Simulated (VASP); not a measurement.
# LiBe16 (a cell with a defect) in VASP: further runs, part 2 of 2

VASP 6.6.1. The steps go on from the part before.

## (3) Single point, PBE

Contents of INCAR:

```
ALGO = Normal
EDIFF = 1E-6
ENCUT = 520
GGA = PE
ISIF = 2
ISMEAR = 0
LASPH = True
LCHARG = False
LREAL = Auto
LWAVE = False
NBANDS = 32
NELM = 80
PREC = Accurate
SIGMA = 0.15
```

Contents of KPOINTS:

```
k-points
0
Gamma
  5 5 3
```

Contents of POSCAR:

```
LiBe16
1.0
   -2.2900000000     -3.9663960000      0.0000000000
    3.4350000000     -1.9831980000      0.0000000000
    0.0000000000      0.0000000000      7.1768600000
Be Li
16 1
Direct
    0.7727918188      0.3395053820     -0.0074292843
    0.4945428683      0.4014927268      0.2468232550
    0.7431663595      0.5391309341      0.4931365390
    0.4946483358      0.4019044221      0.7394503733
    0.5593952658     -0.2758622574     -0.0065598808
    0.2404608153      0.8527805129      0.2473158434
    0.4836151186      0.0448426708      0.4932374929
    0.2403876270      0.8526366000      0.7389292387
    0.1755869507      0.5440709623     -0.0070847595
    0.0069362791      0.3480018285      0.2476100270
    0.2391020908      0.5351956965      0.4930325498
    0.0073640061      0.3478049988      0.7380939266
   -0.0323504855     -0.0546771978     -0.0064378111
    0.7356797463      0.8988814064      0.2465114582
   -0.0103693505      0.0286008380      0.4931783140
    0.7359277265      0.8989487313      0.7403409685
    0.3735098575      0.1335275249      0.9930155196
```

Potentials or basis: VASP PAW PBE potentials, release 64 (Be, Li_sv).

On the command line:

```
> cat potpaw_PBE.64/Be/POTCAR potpaw_PBE.64/Li_sv/POTCAR > POTCAR
> mpirun -np 1 vasp_std > vasp.out
```

It took 2.2 min on 1 thread of Intel Xeon 6975P-C (Granite Rapids), shared host; peak memory 0.27 GiB.

The run converged. Its results:

```
Free energy   : -57.5055 eV
Largest force : 0.019 eV/Å
```

Forces on the atoms (eV/Å):
```
Be  -0.003 -0.008  0.003
Be   0.000 -0.006  0.002
Be   0.007 -0.006 -0.001
Be  -0.002 -0.003 -0.005
Be  -0.013 -0.005  0.001
Be  -0.003  0.001  0.003
Be  -0.005 -0.004  0.000
Be   0.002  0.001 -0.005
Be   0.018  0.005  0.000
Be   0.003  0.003  0.000
Be  -0.006 -0.001  0.000
Be   0.003  0.003  0.002
Be  -0.009  0.007 -0.002
Be   0.002  0.002  0.001
Be   0.002 -0.002 -0.003
Be   0.004  0.001 -0.002
Li  -0.001  0.012  0.007
```

Levels at points of the mesh, in eV from the Fermi level:
```csv
k point,band 13,band 14,band 15,band 16,band 17,band 18,band 19,band 20,band 21,band 22
"(0.00, 0.00, 0.00)",-3.62,-3.26,-3.26,-1.24,0.26,0.39,0.60,1.04,1.41,1.83
```

## (4) Single point, PBE

Contents of INCAR:

```
  PREC = Accurate
  ENCUT = 520
  EDIFF = 1E-6
  ISMEAR = 0
  SIGMA = 0.15
  LREAL = Auto
  LASPH = T
  NELM = 100
  ALGO = Normal
  ISIF = 2
  LWAVE = F
  LCHARG = F
  GGA = PE
  NBANDS = 32
```

Contents of KPOINTS:

```
regular mesh
0
Gamma
  5 5 3
```

Contents of POSCAR:

```
LiBe16
1.0
   -2.2900000000     -3.9663960000      0.0000000000
    3.4350000000     -1.9831980000      0.0000000000
    0.0000000000      0.0000000000      7.1768600000
Be Li
16 1
Direct
    0.7426132559      0.5395884588      0.0069282388
    0.4940622676      0.4017629091      0.2533105007
    0.7721998680      0.3370130125      0.5067275940
    0.4939329514      0.4013413271      0.7605080773
    0.4832133962      0.0446709396      0.0070363641
    0.2396918069      0.8521601857      0.2526309556
    0.5598689603     -0.2771811007      0.5071323671
    0.2398300088      0.8521737176      0.7612185552
    0.2386078995      0.5347275370      0.0069151412
    0.0067023287      0.3478996602      0.2521896763
    0.1756506849      0.5428448525      0.5069133298
    0.0063527094      0.3478828834      0.7615540780
   -0.0109042693      0.0286661494      0.0069671138
    0.7349366357      0.8997464034      0.2540631976
   -0.0325466207     -0.0565466554      0.5070840172
    0.7348952774      0.8994524557      0.7601641944
    0.3729178637      0.1319434958      0.5067666082
```

On the command line:

```
> cat potpaw_PBE.64/Be/POTCAR potpaw_PBE.64/Li_sv/POTCAR > POTCAR
> mpirun -np 1 vasp_std > vasp.out
```

Run time: 2 min. Hardware: 1 thread of Intel Xeon 6975P-C (Granite Rapids), shared host; peak memory 0.27 GiB.

Results (log left out):

```
Free energy   : -57.5057 eV
Largest force : 0.016 eV/Å
```

Forces on the atoms (eV/Å):
```
Be   0.003 -0.001  0.002
Be  -0.005 -0.003 -0.004
Be  -0.001 -0.009  0.001
Be  -0.003 -0.005  0.006
Be   0.003  0.000 -0.001
Be  -0.002  0.000 -0.002
Be  -0.009 -0.001  0.000
Be  -0.001  0.000  0.002
Be  -0.001  0.000 -0.001
Be   0.003  0.004 -0.001
Be   0.016  0.003  0.000
Be   0.002 -0.002  0.000
Be   0.001  0.001  0.000
Be   0.000  0.001 -0.003
Be  -0.005  0.004  0.002
Be   0.000 -0.001 -0.001
Li   0.001  0.009  0.001
```

Levels at points of the mesh, in eV from the Fermi level:
| k point | band 13 | band 14 | band 15 | band 16 | band 17 | band 18 | band 19 | band 20 | band 21 | band 22 |
| --- | --- | --- | --- | --- | --- | --- | --- | --- | --- | --- |
| (0.00, 0.00, 0.00) | -3.62 | -3.25 | -3.25 | -1.25 | 0.26 | 0.40 | 0.60 | 1.04 | 1.41 | 1.82 |

## (5) Single point, PBE

Contents of INCAR:

```
SYSTEM = LiBe16
PREC = Accurate ; ENCUT = 520
EDIFF = 1E-6 ; ISMEAR = 0
SIGMA = 0.15 ; LREAL = Auto
LASPH = .True. ; NELM = 100
ALGO = Normal ; ISIF = 2
LWAVE = .False. ; LCHARG = .False.
GGA = PE ; NBANDS = 32
```

Contents of KPOINTS:

```
regular mesh
0
Gamma
  5 5 3
  0 0 0
```

Contents of POSCAR:

```
LiBe16
1.0
   -2.2900000000     -3.9663960000      0.0000000000
    3.4350000000     -1.9831980000      0.0000000000
    0.0000000000      0.0000000000      7.1768600000
Be Li
16 1
Direct
    0.7413004476      0.4516946215      0.0023765268
    0.4875368348      0.2977296511      0.2496591824
    0.7416780624      0.4535533517      0.4958438649
    0.5462972438      0.5956121363      0.7489027235
    0.4963229672     -0.0644894921      0.0051346968
    0.2408465228      0.8030077255      0.2503118355
    0.4959864413     -0.0625150071      0.4958045719
    0.1664886233      0.7765478740      0.7499519288
    0.2415276252      0.4804370485      0.0037140198
   -0.0081677056      0.3112852851      0.2498698595
    0.2424984552      0.4796737882      0.4964658639
   -0.0394572950      0.3703146418      0.7490604526
    0.0076537313     -0.0079592301      0.0053202933
    0.7461147983      0.8046590650      0.2501504836
    0.0066483983     -0.0079473560      0.4954661231
    0.7727843157      0.9655467490      0.7512421867
    0.3701505793      0.1853149422      0.7513618769
```

On the command line:

```
> cat potpaw_PBE.64/Be/POTCAR potpaw_PBE.64/Li_sv/POTCAR > POTCAR
> mpirun -np 1 vasp_std > vasp.out
```

It took 2.2 min on 1 thread of Intel Xeon 6975P-C (Granite Rapids), shared host; peak memory 0.28 GiB.

The run converged. Its results:

```yaml
Free_energy: -57.4952 eV
Largest_force: 0.116 eV/Å
```

Forces in eV/Å, atoms in the order of the input:
```
Be  -0.013  0.015  0.010
Be  -0.007  0.010  0.005
Be  -0.020  0.022 -0.003
Be   0.092 -0.070  0.004
Be   0.004  0.000 -0.009
Be  -0.002  0.005  0.000
Be  -0.011  0.003 -0.003
Be  -0.020 -0.105  0.007
Be   0.001  0.000  0.010
Be  -0.004  0.007  0.002
Be   0.008  0.002 -0.003
Be  -0.007  0.017  0.003
Be  -0.008  0.003  0.009
Be  -0.009  0.008 -0.005
Be  -0.009  0.006 -0.009
Be   0.051  0.033 -0.002
Li  -0.046  0.044 -0.018
```

Levels at points of the mesh, in eV from the Fermi level:
| k point | band 14 | band 15 | band 16 | band 17 | band 18 | band 19 | band 20 | band 21 |
| --- | --- | --- | --- | --- | --- | --- | --- | --- |
| (0.00, 0.00, 0.00) | -3.32 | -3.31 | -1.16 | 0.34 | 0.35 | 0.60 | 1.02 | 1.53 |

## (6) Single point, PBE

Contents of INCAR:

```
PREC = Accurate ; ENCUT = 520
EDIFF = 1E-6 ; ISMEAR = 0
SIGMA = 0.15 ; LREAL = Auto
LASPH = True ; NELM = 80
ALGO = Normal ; ISIF = 2
LWAVE = False ; LCHARG = False
GGA = PE ; NBANDS = 32
```

Contents of KPOINTS:

```
Automatic mesh
0
Gamma
  5 5 3
```

Contents of POSCAR:

```
LiBe16
1.0
   -2.2900000000     -3.9663960000      0.0000000000
    3.4350000000     -1.9831980000      0.0000000000
    0.0000000000      0.0000000000      7.1768600000
Be Li
16 1
Direct
    0.7727918313      0.3395054712     -0.0074292936
    0.4945428255      0.4014925969      0.2468232625
    0.7431662491      0.5391309200      0.4931365528
    0.4946482930      0.4019043933      0.7394504003
    0.5593953273     -0.2758622127     -0.0065598326
    0.2404607128      0.8527805043      0.2473158178
    0.4836151197      0.0448426853      0.4932374325
    0.2403876856      0.8526366230      0.7389292811
    0.1755869447      0.5440710635     -0.0070847139
    0.0069363843      0.3480018399      0.2476100969
    0.2391022112      0.5351956517      0.4930326076
    0.0073640108      0.3478051193      0.7380939575
   -0.0323505237     -0.0546773506     -0.0064377736
    0.7356797456      0.8988814025      0.2465114270
   -0.0103694172      0.0286008834      0.4931783538
    0.7359277479      0.8989486296      0.7403409012
    0.3735099991      0.1335274812      0.9930154692
```

Potentials or basis: VASP PAW PBE potentials, release 64 (Be, Li_sv).

On the command line:

```
> cat potpaw_PBE.64/Be/POTCAR potpaw_PBE.64/Li_sv/POTCAR > POTCAR
> mpirun -np 1 vasp_std > vasp.out
```

Run time: 2.1 min. Hardware: 1 thread of Intel Xeon 6975P-C (Granite Rapids), shared host; peak memory 0.27 GiB.

It converged, with:

```yaml
Free_energy: -57.5055 eV
Largest_force: 0.019 eV/Å
```

Forces in eV/Å, atoms in the order of the input:
```
Be  -0.003 -0.008  0.003
Be   0.000 -0.006  0.002
Be   0.007 -0.006 -0.001
Be  -0.002 -0.003 -0.005
Be  -0.013 -0.005  0.001
Be  -0.003  0.001  0.003
Be  -0.005 -0.004  0.000
Be   0.002  0.001 -0.005
Be   0.018  0.005  0.000
Be   0.003  0.003  0.000
Be  -0.006 -0.001  0.000
Be   0.003  0.003  0.002
Be  -0.009  0.007 -0.002
Be   0.002  0.002  0.001
Be   0.002 -0.002 -0.003
Be   0.004  0.001 -0.002
Li  -0.001  0.012  0.007
```

Levels at points of the mesh, in eV from the Fermi level:
```csv
k point,band 15,band 16,band 17,band 18,band 19,band 20
"(0.00, 0.00, 0.00)",-3.26,-1.24,0.26,0.39,0.60,1.04
```
